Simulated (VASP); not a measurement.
# Si2WC3 (Cmc2_1) in VASP: single point with PBE

Aim: the single point of Si2WC3 with PBE.

Program: VASP 6.6.1. These are calculated values, not measurements. Logs are shortened: lines on timing, memory, paths and dates and some standing lists are left out, and cuts for length are marked.

## 1. The cell of the first run

The structure is orthorhombic, space group Cmc2_1 (No. 36). The conventional cell has a = 9.835 Å, b = 5.638 Å, c = 4.859 Å, α = 90.00°, β = 90.00°, γ = 90.00°. Si (site symmetry 1) has 4 C at 1.86 to 1.91 Å within 2.5 Å. Within 2.7 Å of W (site symmetry m) lie 5 C at 2.08 to 2.69 Å. C (site symmetry 1) has 3 Si at 1.86 to 1.89 Å and 1 W at 2.08 Å within 2.5 Å. C (site symmetry m) has 2 Si at 1.91 Å and 2 W at 2.08 to 2.22 Å within 2.5 Å.

## 2. Single point, PBE

Input file INCAR:

```
ALGO = Normal
EDIFF = 1E-6
ENCUT = 600
GGA = PE
GGA_COMPAT = False
ISIF = 2
ISMEAR = 0
LASPH = True
LCHARG = False
LREAL = False
LWAVE = False
NBANDS = 46
NELM = 120
PREC = Accurate
SIGMA = 0.2
```

Input file KPOINTS:

```
k-points
0
Gamma
  3 3 3
```

Input file POSCAR:

```
Si2WC3
1.0
    4.9175567731     -2.8190331498      0.0000000000
    4.9175567731      2.8190331498      0.0000000000
    0.0000000000      0.0000000000      4.8590646261
Si W C
4 2 6
Direct
    0.1750670380      0.4862048963      0.0145104106
    0.8249329620      0.5137951037      0.5145104106
    0.5137951037      0.8249329620      0.0145104106
    0.4862048963      0.1750670380      0.5145104106
    0.1520062427      0.8479937573      0.4465473058
    0.8479937573      0.1520062427      0.9465473058
    0.1562740528      0.4818114819      0.3974529100
    0.5181885181      0.8437259472      0.3974529100
    0.7862512037      0.2137487963      0.3985260530
    0.4818114819      0.1562740528      0.8974529100
    0.8437259472      0.5181885181      0.8974529100
    0.2137487963      0.7862512037      0.8985260530
```

Potentials or basis: VASP PAW PBE potentials, release 64 (Si, W_sv, C).

Command:

```sh
> cat potpaw_PBE.64/Si/POTCAR potpaw_PBE.64/W_sv/POTCAR potpaw_PBE.64/C/POTCAR > POTCAR
> mpirun -np 1 vasp_std > vasp.out
```

OUTCAR:

```text
EDIFF = 1E-6
   ENCUT = 600
   GGA = PE
   ISIF = 2
   ISMEAR = 0
   LASPH = True
   LREAL = False
   NELM = 120
   PREC = Accurate

 ion  position               nearest neighbor table
   1  0.175  0.486  0.015-   7 1.86  11 1.88  10 1.89  12 1.91   5 2.89   4 3.00   4 3.00   2 3.09
                             2 3.09   6 3.27   6 3.27   6 3.31
   2  0.825  0.514  0.515-  11 1.86   7 1.88   8 1.89   9 1.91   6 2.89   3 3.00   3 3.00   1 3.09
                             1 3.09   5 3.27   5 3.27   5 3.31
   3  0.514  0.825  0.015-   8 1.86  10 1.88  11 1.89  12 1.91   5 2.89   2 3.00   2 3.00   4 3.09
                             4 3.09   6 3.27   6 3.27   6 3.31
   4  0.486  0.175  0.515-  10 1.86   8 1.88   7 1.89   9 1.91   6 2.89   1 3.00   1 3.00   3 3.09
                             3 3.09   5 3.27   5 3.27   5 3.31
   5  0.152  0.848  0.447-   9 2.08   8 2.08   7 2.08  12 2.22  12 2.69   3 2.89   1 2.89   6 2.97
                             6 2.97   4 3.27   2 3.27   2 3.27   4 3.27   4 3.31   2 3.31
   6  0.848  0.152  0.947-  12 2.08  11 2.08  10 2.08   9 2.22   9 2.69   4 2.89   2 2.89   5 2.97
                             5 2.97   1 3.27   3 3.27   3 3.27   1 3.27   3 3.31   1 3.31
   7  0.156  0.482  0.397-   1 1.86   2 1.88   4 1.89   5 2.08
   8  0.518  0.844  0.397-   3 1.86   4 1.88   2 1.89   5 2.08
   9  0.786  0.214  0.399-   2 1.91   4 1.91   5 2.08   6 2.22   6 2.69
  10  0.482  0.156  0.897-   4 1.86   3 1.88   1 1.89   6 2.08
  11  0.844  0.518  0.897-   2 1.86   1 1.88   3 1.89   6 2.08
  12  0.214  0.786  0.899-   1 1.91   3 1.91   6 2.08   5 2.22   5 2.69

  LATTYP: Found a base centered orthorhombic cell.
 ALAT       =     5.6380662996
 B/A-ratio  =     1.7444125386
 C/A-ratio  =     0.8618317643

  Lattice vectors:

 A1 = (  -4.9175567731,  -2.8190331498,   0.0000000000)
 A2 = (   4.9175567731,  -2.8190331498,   0.0000000000)
 A3 = (   0.0000000000,   0.0000000000,   4.8590646261)

Analysis of symmetry for initial positions (statically):
=====================================================================
 Subroutine PRICEL returns:
 Original cell was already a primitive cell.

 Routine SETGRP: Setting up the symmetry group for a
 base centered orthorhombic supercell.

 Subroutine GETGRP returns: Found  4 space group operations
 (whereof  2 operations were pure point group operations)
 out of a pool of  8 trial point group operations.

The static configuration has the point symmetry C_1h.
 The point group associated with its full space group is C_2v.

Analysis of symmetry for dynamics (positions and initial velocities):
=====================================================================
 Subroutine PRICEL returns:
 Original cell was already a primitive cell.

 Routine SETGRP: Setting up the symmetry group for a
 base centered orthorhombic supercell.

 Subroutine GETGRP returns: Found  4 space group operations
 (whereof  2 operations were pure point group operations)
 out of a pool of  8 trial point group operations.

The dynamic configuration has the point symmetry C_1h.
 The point group associated with its full space group is C_2v.

 Subroutine INISYM returns: Found  4 space group operations
 (whereof  2 operations are pure point group operations),
 and found     1 'primitive' translations

----------------------------------------------------------------------------------------

                                     Primitive cell

  volume of cell :     134.7201

  direct lattice vectors                    reciprocal lattice vectors
     4.917556773 -2.819033150  0.000000000     0.101676508 -0.177365775  0.000000000
     4.917556773  2.819033150  0.000000000     0.101676508  0.177365775  0.000000000
     0.000000000  0.000000000  4.859064626     0.000000000  0.000000000  0.205800926

  length of vectors
     5.668272445  5.668272445  4.859064626     0.204442487  0.204442487  0.205800926

  position of ions in fractional coordinates (direct lattice)
     0.175067038  0.486204896  0.014510411
     0.824932962  0.513795104  0.514510411
     0.513795104  0.824932962  0.014510411
     0.486204896  0.175067038  0.514510411
     0.152006243  0.847993757  0.446547306
     0.847993757  0.152006243  0.946547306
     0.156274053  0.481811482  0.397452910
     0.518188518  0.843725947  0.397452910
     0.786251204  0.213748796  0.398526053
     0.481811482  0.156274053  0.897452910
     0.843725947  0.518188518  0.897452910
[... 29 lines left out ...]
     0.033892169  0.059121925  0.000000000     0.000000000  0.333333333  0.000000000
     0.000000000  0.000000000  0.068600309     0.000000000  0.000000000  0.333333333

  Length of vectors
     0.068147496  0.068147496  0.068600309

  Shift w.r.t. Gamma in fractional coordinates (k-lattice)
     0.000000000  0.000000000  0.000000000

 Subroutine IBZKPT returns following result:
 ===========================================

 Found      8 irreducible k-points:

 Following reciprocal coordinates:
            Coordinates               Weight
  0.000000  0.000000  0.000000      1.000000
  0.333333  0.000000  0.000000      4.000000
  0.333333  0.333333  0.000000      2.000000
 -0.333333  0.333333  0.000000      2.000000
  0.000000  0.000000  0.333333      2.000000
  0.333333  0.000000  0.333333      8.000000
  0.333333  0.333333  0.333333      4.000000
 -0.333333  0.333333  0.333333      4.000000
   k-points           NKPTS =      8   k-points in BZ     NKDIM =      8   number of bands    NBANDS=     46
   number of dos      NEDOS =    301   number of ions     NIONS =     12
   total plane-waves  NPLWV =  92160
   dimension x,y,z NGX =    48 NGY =   48 NGZ =   40
   dimension x,y,z NGXF=    96 NGYF=   96 NGZF=   80
   ions per type =               4   2   6
   NGX,Y,Z   is equivalent  to a cutoff of  14.08, 14.08, 13.69 a.u.
   NGXF,Y,Z  is equivalent  to a cutoff of  28.16, 28.16, 27.37 a.u.
 SYSTEM =  unknown system
   PREC   = accura    normal or accurate (medium, high low for compatibility)
   ISTART =      0    job   : 0-new  1-cont  2-samecut
   ICHARG =      2    charge: 1-file 2-atom 10-const
   ISPIN  =      1    spin polarized calculation?
   LNONCOLLINEAR =      F non collinear calculations
   LSORBIT =      F    spin-orbit coupling
   LASPH  =      T    aspherical Exc in radial PAW
   ENCUT  =  600.0 eV  44.10 Ry    6.64 a.u.  11.32 11.32  9.70*2*pi/ulx,y,z
   NELM   =    120;   NELMIN=  2; NELMDL= -5     # of ELM steps
   EDIFF  = 0.1E-05   stopping-criterion for ELM
   LREAL  =      F    real-space projection
   EDIFFG = 0.1E-04   stopping-criterion for IOM
   NSW    =      0    number of steps for IOM
   IBRION =     -1    ionic relax: 0-MD 1-quasi-New 2-CG
   NFREE  =      0    steps in history (QN), initial steepest desc. (CG)
   ISIF   =      2    stress and relaxation
   ISYM   =      2    0-nonsym 1-usesym 2-fastsym
   POTIM  = 0.5000    time-step for ionic-motion
   TEBEG  =    0.0;   TEEND  =   0.0 temperature during run
   PSTRESS=    0.0 pullay stress
   NELECT =      68.0000    total number of electrons
   NUPDOWN=      -1.0000    fix difference up-down
   EMIN   =  10.00;   EMAX   =-10.00  energy-range for DOS
   EFERMI =   0.00;   METHOD = LEGACY
   ISMEAR =     0;   SIGMA  =   0.20  broadening in eV -4-tet -1-fermi 0-gaus
   EFERMI_NEDOS =   21; number of points for ismear=-14 and -15
   IALGO  =     38    algorithm
   IMIX   =      4    mixing-type and parameters
     AMIX     =   0.40;   BMIX     =  1.00
     AMIX_MAG =   1.60;   BMIX_MAG =  1.00
  volume/ion in A,a.u.               =      11.23        75.76
  Fermi-wavevector in a.u.,A,eV,Ry     =   1.303468  2.463197 23.116692  1.699029
  Thomas-Fermi vector in A             =   2.434468
   LORBIT       =      0    0 simple, 1 ext, 2 COOP (PROOUT), +10 PAW based schemes
   GGA     = PE    functional components
   LHFCALC =     F    Hartree Fock is set to
   AEXX    =    0.0000 exact exchange contribution
   IVDW    =     0    specifies the selected vdW correction
   LEPSILON=     F    determine dielectric tensor
   LRPA    =     F    only Hartree local field effects (RPA)
 non-spin polarized calculation
 Gauss-broadening in eV      SIGMA  =   0.20
  energy-cutoff  :      600.00
  volume of cell :      134.72
 maximum number of plane-waves:      4519
 NGX is ok and might be reduce to    48
   NGX = 23   NGY = 23   NGZ = 19

 number of electron      67.9999999 magnetization

 Free energy of the ion-electron system (eV)
  ---------------------------------------------------
  ext. energy  EPLUGINS =         0.00000000
  ---------------------------------------------------
  free energy    TOTEN  =       -99.25227770 eV

  energy without entropy =      -99.15654414  energy(sigma->0) =      -99.20441092

 E-fermi :   9.1995     XC(G=0): -11.7350

 val. band max:        9.1604189394   @ k =   0.3333   0.3333   0.0000
 cond. band min:       9.2357337146   @ k =   0.3333   0.3333   0.3333
 fundamental gap:      0.0753147752
 Fermi energy:         9.1995470181

 k-point     1 :       0.0000    0.0000    0.0000
  band No.  band energies     occupation
      1     -65.4033      2.00000
      2     -65.3824      2.00000
      3     -29.7779      2.00000
      4     -29.7364      2.00000
      5     -29.7222      2.00000
      6     -29.6857      2.00000
[... 381 lines left out ...]
     45      14.3269      0.00000
     46      14.4596      0.00000

------------------------ aborting loop because EDIFF is reached ----------------------------------------

  FORCE on cell =-STRESS in cart. coord.  units (eV):
  Direction    XX          YY          ZZ          XY          YZ          ZX
  --------------------------------------------------------------------------------------
  -------------------------------------------------------------------------------------
  Total       -0.0412582     -0.0959736     -0.1483384      0.0000000      0.0000000      0.0000000
  in kB       -0.4906686     -1.1413791     -1.7641358      0.0000000      0.0000000      0.0000000
  external PRESSURE =      -1.1320612 kB  Pullay stress =       0.0000000 kB

 VOLUME and BASIS-vectors are now :
 -----------------------------------------------------------------------------
  energy-cutoff  :      600.00
  volume of cell :      134.72
      direct lattice vectors                 reciprocal lattice vectors
     4.917556773 -2.819033150  0.000000000     0.101676508 -0.177365775  0.000000000
     4.917556773  2.819033150  0.000000000     0.101676508  0.177365775  0.000000000
     0.000000000  0.000000000  4.859064626     0.000000000  0.000000000  0.205800926

 POSITION                                       TOTAL-FORCE (eV/Angst)
 -----------------------------------------------------------------------------------
      3.25184      0.87711      0.07051        -0.002555     -0.014271     -0.017147
      6.58327     -0.87711      2.50004         0.002555      0.014271     -0.017147
      6.58327      0.87711      0.07051         0.002555     -0.014271     -0.017147
      3.25184     -0.87711      2.50004        -0.002555      0.014271     -0.017147
      4.91756      1.96201      2.16980        -0.000000      0.008921      0.013234
      4.91756     -1.96201      4.59933        -0.000000     -0.008921      0.013234
      3.13782      0.91770      1.93125        -0.037065     -0.027598      0.011912
      6.69729      0.91770      1.93125         0.037065     -0.027598      0.011912
      4.91756     -1.61390      1.93646        -0.000000      0.031664     -0.002764
      3.13782     -0.91770      4.36078        -0.037065      0.027598      0.011912
      6.69729     -0.91770      4.36078         0.037065      0.027598      0.011912
      4.91756      1.61390      4.36600        -0.000000     -0.031664     -0.002764
 -----------------------------------------------------------------------------------
    total drift:                               -0.000000     -0.000000     -0.000232

  FREE ENERGIE OF THE ION-ELECTRON SYSTEM (eV)
  ---------------------------------------------------
  free  energy   TOTEN  =       -99.2522776970 eV

  energy  without entropy=      -99.1565441437  energy(sigma->0) =      -99.20441092
```

Run time: 61 s. Hardware: 1 thread of Intel Xeon Platinum 8375C at 2.90GHz (Ice Lake), shared host; peak memory 0.31 GiB.

What came out:

```
Free energy            : -99.2523 eV
Pressure               : -0.1 GPa
Largest force          : 0.048 eV/Å
Band gap on the k mesh : zero (bands 34 and 35 overlap by 0.17 eV)
```

Forces on the atoms (eV/Å):
```
Si  -0.003 -0.014 -0.017
Si   0.003  0.014 -0.017
Si   0.003 -0.014 -0.017
Si  -0.003  0.014 -0.017
W    0.000  0.009  0.013
W    0.000 -0.009  0.013
C   -0.037 -0.028  0.012
C    0.037 -0.028  0.012
C    0.000  0.032 -0.003
C   -0.037  0.028  0.012
C    0.037  0.028  0.012
C    0.000 -0.032 -0.003
```

Levels at points of the mesh, in eV from the Fermi level:
```csv
k point,band 30,band 31,band 32,band 33,band 34,band 35,band 36,band 37,band 38,band 39
"(0.00, 0.00, 0.00)",-3.18,-2.87,-2.14,-1.69,-1.54,0.61,1.14,1.66,1.67,2.17
```

Caveat: the k points lie up to 0.43 Å⁻¹ apart; spin-orbit coupling is left out, which moves the levels of the heavy elements.

The gap in the log of VASP goes by the Fermi energy; the results here count the filled bands.